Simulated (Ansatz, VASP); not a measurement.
HfN: VASP beside Ansatz

```
Hf N
1.0
     0.00000    2.25900    2.25900
     2.25900    0.00000    2.25900
     2.25900    2.25900    0.00000
Hf N
1 1
Cartesian
  2.2590 2.2590 2.2590
  0.0000 0.0000 0.0000
```

Alike in both runs: task single point; functional PBE; k mesh 8 × 8 × 8; occupations gaussian, width 0.05 eV; no spin polarisation.

|  | VASP | Ansatz |
| --- | --- | --- |
| version | VASP 6.6.1 | Ansatz 0.2.0 |
| potentials or method | VASP PAW PBE potentials, release 64 (Hf_pv, N), cutoff 600 eV | scalar-relativistic, plane waves, PAW |
| valence electrons in the cell | 15 | 31 |

```csv
,VASP,Ansatz,Ansatz less VASP
gap on the k mesh at the Fermi level (eV),none,none,-
pressure (GPa),3.1,5.7,+2.52
```

A gap of «none» marks a metal or a gap that the smearing closes. VASP's potentials hold 15 valence electrons a cell and Ansatz's 31, so a difference there can come from the potentials and not from the codes.

Neither program's run includes spin-orbit coupling.
